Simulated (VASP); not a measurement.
# BN in VASP: a series of runs

The runs below take BN through single point, with PBEsol.

All numbers are computed with VASP 6.6.1; they aren't measurements. Logs are shortened: lines on timing, memory, paths and dates and some standing lists are left out, and cuts for length are marked.

### Step 1. The cell of the first run

The structure is orthorhombic, space group Imm2 (No. 44). The conventional cell has a = 2.564 Å, b = 2.564 Å, c = 3.626 Å, α = 90.00°, β = 90.00°, γ = 90.00°. B (site symmetry mm2) has 4 N at 1.45 to 1.71 Å within 1.9 Å. Within 1.9 Å of N (site symmetry mm2) lie 4 B at 1.45 to 1.71 Å.

### Step 2. Single point, PBEsol (one atom moved)

INCAR

```
ALGO = Normal
EDIFF = 1E-6
ENCUT = 520
GGA = PS
ISIF = 2
ISMEAR = 0
LASPH = True
LCHARG = False
LREAL = False
LWAVE = False
NBANDS = 11
NELM = 100
PREC = Accurate
SIGMA = 0.02
```

KPOINTS

```
k-points
0
Gamma
  12 12 12
```

POSCAR

```
BN
1.0
    0.0000000000      1.8130010000      1.8130010000
    1.8130010000      0.0000000000      1.8130010000
    1.8130010000      1.8130010000      0.0000000000
B N
1 1
Direct
    0.0000000000      0.0000000000      0.0000000000
    0.8120518135      0.8120518135      0.6879481865
```

Potentials or basis: VASP PAW PBE potentials, release 64 (B, N).

Command:

```sh
cat potpaw_PBE.64/B/POTCAR potpaw_PBE.64/N/POTCAR > POTCAR
mpirun -np 1 vasp_std > vasp.out
```

OUTCAR:

```text
EDIFF = 1E-6
   ENCUT = 520
   GGA = PS
   ISIF = 2
   ISMEAR = 0
   LASPH = True
   LREAL = False
   NELM = 100
   PREC = Accurate

 ion  position               nearest neighbor table
   1  0.000  0.000  0.000-   2 1.45   2 1.45   2 1.71   2 1.71
   2  0.812  0.812  0.688-   1 1.45   1 1.45   1 1.71   1 1.71

  LATTYP: Found a face centered cubic cell.
 ALAT       =     3.6260020000

  Lattice vectors:

 A1 = (   0.0000000000,   1.8130010000,   1.8130010000)
 A2 = (   1.8130010000,   0.0000000000,   1.8130010000)
 A3 = (   1.8130010000,   1.8130010000,   0.0000000000)

Analysis of symmetry for initial positions (statically):
=====================================================================
 Subroutine PRICEL returns:
 Original cell was already a primitive cell.

 Routine SETGRP: Setting up the symmetry group for a
 face centered cubic supercell.

 Subroutine GETGRP returns: Found  4 space group operations
 (whereof  4 operations were pure point group operations)
 out of a pool of 48 trial point group operations.

The static configuration has the point symmetry C_2v.

Analysis of symmetry for dynamics (positions and initial velocities):
=====================================================================
 Subroutine PRICEL returns:
 Original cell was already a primitive cell.

 Routine SETGRP: Setting up the symmetry group for a
 face centered cubic supercell.

 Subroutine GETGRP returns: Found  4 space group operations
 (whereof  4 operations were pure point group operations)
 out of a pool of 48 trial point group operations.

The dynamic configuration has the point symmetry C_2v.

 Subroutine INISYM returns: Found  4 space group operations
 (whereof  4 operations are pure point group operations),
 and found     1 'primitive' translations

----------------------------------------------------------------------------------------

                                     Primitive cell

  volume of cell :      11.9186

  direct lattice vectors                    reciprocal lattice vectors
     0.000000000  1.813001000  1.813001000    -0.275785838  0.275785838  0.275785838
     1.813001000  0.000000000  1.813001000     0.275785838 -0.275785838  0.275785838
     1.813001000  1.813001000  0.000000000     0.275785838  0.275785838 -0.275785838

  length of vectors
     2.563970603  2.563970603  2.563970603     0.477675083  0.477675083  0.477675083

  position of ions in fractional coordinates (direct lattice)
     0.000000000  0.000000000  0.000000000
     0.812051813  0.812051813  0.687948187

  ion indices of the primitive-cell ions
   primitive index   ion index
                 1           1
                 2           2

----------------------------------------------------------------------------------------

 KPOINTS: k-points

Automatic generation of k-mesh.
 Grid dimensions read from file:
 generate k-points for:   12   12   12

 Generating k-lattice:

  Cartesian coordinates                     Fractional coordinates (reciprocal lattice)
    -0.022982153  0.022982153  0.022982153     0.083333333  0.000000000  0.000000000
     0.022982153 -0.022982153  0.022982153     0.000000000  0.083333333  0.000000000
     0.022982153  0.022982153 -0.022982153     0.000000000  0.000000000  0.083333333

  Length of vectors
     0.039806257  0.039806257  0.039806257

  Shift w.r.t. Gamma in fractional coordinates (k-lattice)
     0.000000000  0.000000000  0.000000000

 Subroutine IBZKPT returns following result:
 ===========================================

 Found    280 irreducible k-points:

 Following reciprocal coordinates:
            Coordinates               Weight
  0.000000  0.000000  0.000000      1.000000
  0.083333  0.000000  0.000000      4.000000
  0.000000  0.000000  0.083333      4.000000
  0.166667  0.000000  0.000000      4.000000
  0.000000  0.000000  0.166667      4.000000
  0.250000  0.000000  0.000000      4.000000
[... 16 lines left out ...]
  0.083333  0.083333 -0.166667      4.000000
  0.333333  0.083333  0.000000      4.000000
 [... further k-points ...]
   k-points           NKPTS =    280   k-points in BZ     NKDIM =    280   number of bands    NBANDS=     11
   number of dos      NEDOS =    301   number of ions     NIONS =      2
   total plane-waves  NPLWV =   8000
   dimension x,y,z NGX =    20 NGY =   20 NGZ =   20
   dimension x,y,z NGXF=    40 NGYF=   40 NGZF=   40
   ions per type =               1   1
   NGX,Y,Z   is equivalent  to a cutoff of  12.97, 12.97, 12.97 a.u.
   NGXF,Y,Z  is equivalent  to a cutoff of  25.94, 25.94, 25.94 a.u.
 SYSTEM =  unknown system
   PREC   = accura    normal or accurate (medium, high low for compatibility)
   ISTART =      0    job   : 0-new  1-cont  2-samecut
   ICHARG =      2    charge: 1-file 2-atom 10-const
   ISPIN  =      1    spin polarized calculation?
   LNONCOLLINEAR =      F non collinear calculations
   LSORBIT =      F    spin-orbit coupling
   LASPH  =      T    aspherical Exc in radial PAW
   ENCUT  =  520.0 eV  38.22 Ry    6.18 a.u.   4.77  4.77  4.77*2*pi/ulx,y,z
   NELM   =    100;   NELMIN=  2; NELMDL= -5     # of ELM steps
   EDIFF  = 0.1E-05   stopping-criterion for ELM
   LREAL  =      F    real-space projection
   EDIFFG = 0.1E-04   stopping-criterion for IOM
   NSW    =      0    number of steps for IOM
   IBRION =     -1    ionic relax: 0-MD 1-quasi-New 2-CG
   NFREE  =      0    steps in history (QN), initial steepest desc. (CG)
   ISIF   =      2    stress and relaxation
   ISYM   =      2    0-nonsym 1-usesym 2-fastsym
   POTIM  = 0.5000    time-step for ionic-motion
   TEBEG  =    0.0;   TEEND  =   0.0 temperature during run
   PSTRESS=    0.0 pullay stress
   NELECT =       8.0000    total number of electrons
   NUPDOWN=      -1.0000    fix difference up-down
   EMIN   =  10.00;   EMAX   =-10.00  energy-range for DOS
   EFERMI =   0.00;   METHOD = LEGACY
   ISMEAR =     0;   SIGMA  =   0.02  broadening in eV -4-tet -1-fermi 0-gaus
   EFERMI_NEDOS =   21; number of points for ismear=-14 and -15
   IALGO  =     38    algorithm
   IMIX   =      4    mixing-type and parameters
     AMIX     =   0.40;   BMIX     =  1.00
     AMIX_MAG =   1.60;   BMIX_MAG =  1.00
  volume/ion in A,a.u.               =       5.96        40.22
  Fermi-wavevector in a.u.,A,eV,Ry     =   1.433387  2.708709 27.954506  2.054598
  Thomas-Fermi vector in A             =   2.552911
   LORBIT       =      0    0 simple, 1 ext, 2 COOP (PROOUT), +10 PAW based schemes
   GGA     = PS    functional components
   LHFCALC =     F    Hartree Fock is set to
   AEXX    =    0.0000 exact exchange contribution
   IVDW    =     0    specifies the selected vdW correction
   LEPSILON=     F    determine dielectric tensor
   LRPA    =     F    only Hartree local field effects (RPA)
 non-spin polarized calculation
 Gauss-broadening in eV      SIGMA  =   0.02
  energy-cutoff  :      520.00
  volume of cell :       11.92
 maximum number of plane-waves:       332
   NGX =  9   NGY =  9   NGZ =  9

 number of electron       8.0000000 magnetization

 Free energy of the ion-electron system (eV)
  ---------------------------------------------------
  ext. energy  EPLUGINS =         0.00000000
  ---------------------------------------------------
  free energy    TOTEN  =       -17.77612693 eV

  energy without entropy =      -17.77612693  energy(sigma->0) =      -17.77612693

 E-fermi :   8.6227     XC(G=0): -12.9675

 val. band max:        8.5034369045   @ k =   0.0000   0.0000   0.0000
 cond. band min:      10.9375767343   @ k =   0.0000   0.5000   0.5000
 fundamental gap:      2.4341398298
 Fermi energy:         8.6226803711

 k-point     1 :       0.0000    0.0000    0.0000
  band No.  band energies     occupation
      1     -12.9344      2.00000
      2       4.8960      2.00000
      3       7.6472      2.00000
      4       8.5034      2.00000
      5      15.2698      0.00000
      6      15.3878      0.00000
      7      17.5025      0.00000
      8      18.2908      0.00000
      9      31.1565      0.00000
     10      33.1061      0.00000
     11      34.7429      0.00000

 k-point     2 :       0.0833    0.0000    0.0000
  band No.  band energies     occupation
      1     -12.7646      2.00000
      2       4.7778      2.00000
      3       6.8865      2.00000
      4       8.0965      2.00000
      5      15.0827      0.00000
      6      16.1634      0.00000
      7      17.8376      0.00000
      8      18.5447      0.00000
      9      30.8380      0.00000
     10      32.7535      0.00000
     11      32.9636      0.00000

 k-point     3 :       0.0000    0.0000    0.0833
  band No.  band energies     occupation
      1     -12.7702      2.00000
      2       4.3822      2.00000
      3       7.2534      2.00000
      4       8.3232      2.00000
      5      15.3792      0.00000
      6      15.5814      0.00000
      7      17.4895      0.00000
      8      19.1997      0.00000
      9      30.8533      0.00000
     10      31.5366      0.00000
     11      32.7714      0.00000

 k-point     4 :       0.1667    0.0000    0.0000
  band No.  band energies     occupation
      1     -12.2616      2.00000
      2       4.4753      2.00000
      3       4.7193      2.00000
      4       7.6750      2.00000
      5      15.0615      0.00000
      6      16.9879      0.00000
      7      18.8066      0.00000
      8      19.1649      0.00000
      9      30.2638      0.00000
     10      31.2982      0.00000
     11      31.9661      0.00000
[... 239 lines left out ...]
 k-point    22 :       0.0833    0.0000    0.2500
  band No.  band energies     occupation
      1     -11.6546      2.00000
      2       1.5944      2.00000
      3       5.4564      2.00000
      4       7.4306      2.00000
      5      15.3514      0.00000
      6      16.4175      0.00000
      7      19.3197      0.00000
      8      21.8722      0.00000
      9      27.3003      0.00000
     10      31.3091      0.00000
     11      31.9690      0.00000

 k-point    23 :       0.0833    0.0833   -0.1667
  band No.  band energies     occupation
      1     -11.6323      2.00000
      2       1.7508      2.00000
      3       5.6604      2.00000
      4       6.6749      2.00000
      5      15.4810      0.00000
      6      17.3230      0.00000
      7      19.2719      0.00000
      8      20.8674      0.00000
      9      26.9747      0.00000
     10      32.2921      0.00000
     11      32.3051      0.00000

 k-point    24 :       0.3333    0.0833    0.0000
  band No.  band energies     occupation
      1     -10.6294      2.00000
      2       0.5331      2.00000
      3       3.4348      2.00000
      4       6.7797      2.00000
      5      15.0794      0.00000
      6      17.4555      0.00000
      7      20.6852      0.00000
      8      20.6876      0.00000
      9      28.0893      0.00000
     10      32.0900      0.00000
     11      32.9753      0.00000

 [... further k-points ...]

------------------------ aborting loop because EDIFF is reached ----------------------------------------

  FORCE on cell =-STRESS in cart. coord.  units (eV):
  Direction    XX          YY          ZZ          XY          YZ          ZX
  --------------------------------------------------------------------------------------
  -------------------------------------------------------------------------------------
  Total        0.7757829      0.7757829      0.2702972      0.4458466      0.0000000      0.0000000
  in kB      104.2861537    104.2861537     36.3352310     59.9338180      0.0000000      0.0000000
  external PRESSURE =      81.6358461 kB  Pullay stress =       0.0000000 kB

 VOLUME and BASIS-vectors are now :
 -----------------------------------------------------------------------------
  energy-cutoff  :      520.00
  volume of cell :       11.92
      direct lattice vectors                 reciprocal lattice vectors
     0.000000000  1.813001000  1.813001000    -0.275785838  0.275785838  0.275785838
     1.813001000  0.000000000  1.813001000     0.275785838 -0.275785838  0.275785838
     1.813001000  1.813001000  0.000000000     0.275785838  0.275785838 -0.275785838

 POSITION                                       TOTAL-FORCE (eV/Angst)
 -----------------------------------------------------------------------------------
      0.00000      0.00000      0.00000         0.000000      0.000000      4.759910
      2.71950      2.71950      2.94450         0.000000      0.000000     -4.759910
 -----------------------------------------------------------------------------------
    total drift:                                0.000001      0.000001     -0.000133

  FREE ENERGIE OF THE ION-ELECTRON SYSTEM (eV)
  ---------------------------------------------------
  free  energy   TOTEN  =       -17.7761269292 eV

  energy  without entropy=      -17.7761269292  energy(sigma->0) =      -17.77612693
```

Run time: 49 s. Hardware: 1 thread of AMD EPYC 7R13, shared host; peak memory 0.11 GiB.

What came out:

* Free energy: -17.7761 eV
* Pressure: 8.2 GPa
* Largest force: 4.760 eV/Å
* Band gap on the k mesh: 2.43 eV (least direct gap 6.77 eV)

Forces on the atoms (eV/Å):
```
B    0.000  0.000  4.760
N    0.000  0.000 -4.760
```

Stress tensor (GPa, compression positive):
```
10.43  5.99  0.00
 5.99 10.43  0.00
 0.00  0.00  3.63
```

Caveat: the cell differs from its parent crystal (one atom moved); the cell stands under pressure; the PAW data sets were made with another functional, which shifts forces and pressure a little. A k mesh can miss the band edges.

### Step 3. Single point, PBEsol (strained and its atoms moved)

INCAR

```
PREC = Accurate ; ENCUT = 520
EDIFF = 1E-6 ; ISMEAR = 0
SIGMA = 0.02 ; LREAL = False
LASPH = True ; NELM = 80
ALGO = Normal ; ISIF = 2
LWAVE = False ; LCHARG = False
GGA = PS ; NBANDS = 11
```

KPOINTS

```
Automatic mesh
0
Gamma
  12 12 12
```

POSCAR

```
BN
1.0
    0.0221730022      1.7575231694      1.8189113833
    1.8049150155      0.0221730022      1.8189113833
    1.8270880178      1.7796961716      0.0000000000
B N
1 1
Direct
   -0.0689464595     -0.0689464595      0.0689464595
    0.8189464595      0.8189464595      0.6810535405
```

Potentials or basis: VASP PAW PBE potentials, release 64 (B, N).

Command:

```sh
cat potpaw_PBE.64/B/POTCAR potpaw_PBE.64/N/POTCAR > POTCAR
mpirun -np 1 vasp_std > vasp.out
```

OUTCAR:

```text
PREC = Accurate
   ENCUT = 520
   EDIFF = 1E-6
   ISMEAR = 0
   LREAL = False
   LASPH = True
   NELM = 80
   ISIF = 2
   GGA = PS

 ion  position               nearest neighbor table
   1  0.931  0.931  0.069-   2 1.34   2 1.34   2 1.88   2 1.88
   2  0.819  0.819  0.681-   1 1.34   1 1.34   1 1.88   1 1.88

  LATTYP: Found a base centered monoclinic cell.
 ALAT       =     3.5153260634
 B/A-ratio  =     1.0348464697
 C/A-ratio  =     0.7077273899
 COS(beta)  =    -0.6884231044

  Lattice vectors:

 A1 = (  -0.0221730022,  -1.7575231694,  -1.8189113833)
 A2 = (  -0.0221730023,  -1.7575231694,   1.8189113833)
 A3 = (  -1.7827420133,   1.7353501672,   0.0000000000)

Analysis of symmetry for initial positions (statically):
=====================================================================
 Subroutine PRICEL returns:
 Original cell was already a primitive cell.

 Routine SETGRP: Setting up the symmetry group for a
 base centered monoclinic supercell.

 Subroutine GETGRP returns: Found  2 space group operations
 (whereof  2 operations were pure point group operations)
 out of a pool of  4 trial point group operations.

[... 174 lines left out ...]
      4       8.8970      2.00000
      5      15.2066      0.00000
      6      17.9721      0.00000
      7      18.2365      0.00000
      8      22.4009      0.00000
      9      30.8730      0.00000
     10      31.2535      0.00000
     11      35.2008      0.00000
[... 309 lines left out ...]
 k-point    24 :      -0.4167    0.1667   -0.0000
  band No.  band energies     occupation
      1      -8.0603      2.00000
      2      -2.0407      2.00000
      3       1.1289      2.00000
      4       4.6297      2.00000
      5      14.9140      0.00000
      6      18.7436      0.00000
      7      21.9797      0.00000
      8      25.1725      0.00000
      9      30.0360      0.00000
     10      33.1716      0.00000
     11      33.5640      0.00000

 [... further k-points ...]

------------------------ aborting loop because EDIFF is reached ----------------------------------------

  FORCE on cell =-STRESS in cart. coord.  units (eV):
  Direction    XX          YY          ZZ          XY          YZ          ZX
  --------------------------------------------------------------------------------------
  -------------------------------------------------------------------------------------
  Total        5.2292195      5.7900755      2.9070056      0.6259182      0.0000000     -0.0000000
  in kB      726.1317280    804.0124437    403.6680760     86.9152710      0.0000000     -0.0000000
  external PRESSURE =     644.6040826 kB  Pullay stress =       0.0000000 kB

 VOLUME and BASIS-vectors are now :
 -----------------------------------------------------------------------------
  energy-cutoff  :      520.00
  volume of cell :       11.54
      direct lattice vectors                 reciprocal lattice vectors
     0.022173002  1.757523169  1.818911383    -0.280559751  0.288030827  0.274889698
     1.804915015  0.022173002  1.818911383     0.280559751 -0.288030827  0.274889698
     1.827088018  1.779696172  0.000000000     0.273568837  0.281039912 -0.274889698

 POSITION                                       TOTAL-FORCE (eV/Angst)
 -----------------------------------------------------------------------------------
      1.82709      1.77970      3.38701        -0.000000      0.000000      6.603474
      2.74063      2.66954      2.97918         0.000000     -0.000000     -6.603474
 -----------------------------------------------------------------------------------
    total drift:                                0.000000      0.000000     -0.000517

  FREE ENERGIE OF THE ION-ELECTRON SYSTEM (eV)
  ---------------------------------------------------
  free  energy   TOTEN  =       -15.9730617594 eV

  energy  without entropy=      -15.9730617594  energy(sigma->0) =      -15.97306176
```

stdout:

```text
POSCAR found type information on POSCAR B N
 POSCAR found :  2 types and       2 ions
 scaLAPACK will be used
 -----------------------------------------------------------------------------
|                                                                             |
|                                                                             |
|     You enforced a specific xc type in the INCAR file but a different       |
|     I HOPE YOU KNOW WHAT YOU ARE DOING!                                     |
|                                                                             |
 -----------------------------------------------------------------------------

 LDA part: xc-table for (Slater+PW92), standard interpolation
 POSCAR, INCAR and KPOINTS ok, starting setup
 FFT: planning ... GRIDC
 FFT: planning ... GRID_SOFT
 FFT: planning ... GRID
 WAVECAR not read
 entering main loop
```

Run time: 95 s. Hardware: 1 thread of AMD EPYC 7R13, shared host; peak memory 0.14 GiB.

What came out:

| Item | Value |
| --- | --- |
| Free energy | -15.9731 eV |
| Pressure | 64.5 GPa |
| Largest force | 6.603 eV/Å |
| Band gap on the k mesh | 0.17 eV (least direct gap 5.42 eV) |

Forces in eV/Å, atoms in the order of the input:
```
B    0.000  0.000  6.603
N    0.000  0.000 -6.603
```

Stress tensor (GPa, compression positive):
```
72.61  8.69  0.00
 8.69 80.40  0.00
 0.00  0.00 40.37
```

Levels at points of the mesh, in eV from the valence-band top:
| k point | band 1 | band 2 | band 3 | band 4 | band 5 | band 6 | band 7 | band 8 |
| --- | --- | --- | --- | --- | --- | --- | --- | --- |
| (0.00, 0.00, 0.00) | -22.13 | -6.86 | -0.46 | -0.31 | 6.00 | 8.76 | 9.03 | 13.19 |
| (0.50, 0.00, 0.00) | -17.65 | -12.02 | -7.75 | -1.16 | 4.51 | 9.24 | 11.99 | 14.26 |
| (0.50, 0.50, 0.00) | -16.25 | -11.04 | -9.60 | -5.09 | 3.11 | 8.64 | 14.45 | 15.34 |
| (0.00, 0.00, 0.50) | -18.37 | -13.12 | -3.98 | -0.91 | 5.36 | 6.22 | 13.12 | 16.71 |
| (0.50, 0.00, 0.50) | -16.83 | -11.00 | -5.61 | -5.30 | 0.17 | 3.37 | 18.26 | 20.32 |
| (0.00, 0.50, 0.50) | -17.09 | -11.32 | -5.34 | -4.98 | 0.51 | 3.87 | 17.76 | 20.20 |

Caveat: the cell differs from its parent crystal (strained and its atoms moved); the cell stands under pressure; the PAW data sets were made with another functional, which shifts forces and pressure a little. A k mesh can miss the band edges.
